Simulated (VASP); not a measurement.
Input of a VASP 6.6.1 run:

File INCAR:

```
ALGO     = Fast           # electronic algorithm
EDIFF    = 1E-7           # SCF threshold, eV
ENCUT    = 520            # plane-wave cutoff, eV
GGA      = CA             # functional
ISIF     = 2              # what is computed and relaxed
ISMEAR   = 0              # smearing method
LASPH    = T              # aspherical terms in the spheres
LCHARG   = F              # write CHGCAR
LREAL    = F              # projectors in reciprocal space
LWAVE    = F              # write WAVECAR
NBANDS   = 30             # bands
NELM     = 100            # most SCF steps
PREC     = Accurate       # precision mode
SIGMA    = 0.1            # smearing width, eV
```

Contents of KPOINTS:

```
k-points
0
Gamma
  10 10 10
```

The input POSCAR:

```
In3As
1.0
    4.5273568029      0.0000000000      0.0000000000
    0.0000000000      4.5273568029      0.0000000000
    0.0000000000      0.0000000000      4.5273568029
In As
3 1
Direct
    0.0000000000      0.5000000000      0.5000000000
    0.5000000000      0.0000000000      0.5000000000
    0.5000000000      0.5000000000      0.0000000000
    0.0000000000      0.0000000000      0.0000000000
```

Potentials or basis: VASP PAW LDA potentials, release 64 (In_d, As).

The run is started by

```bash
$ cat potpaw_LDA.64/In_d/POTCAR potpaw_LDA.64/As/POTCAR > POTCAR
$ mpirun -np 1 vasp_std > vasp.out
```

(1) What does it give for the pressure?

(2) What does it give for the band gap on the k mesh?

Results:

(1) 0.1 GPa.

(2) zero (bands 22 and 23 overlap by 4.37 eV).

Caveat: spin-orbit coupling is left out, which moves the levels of the heavy elements.
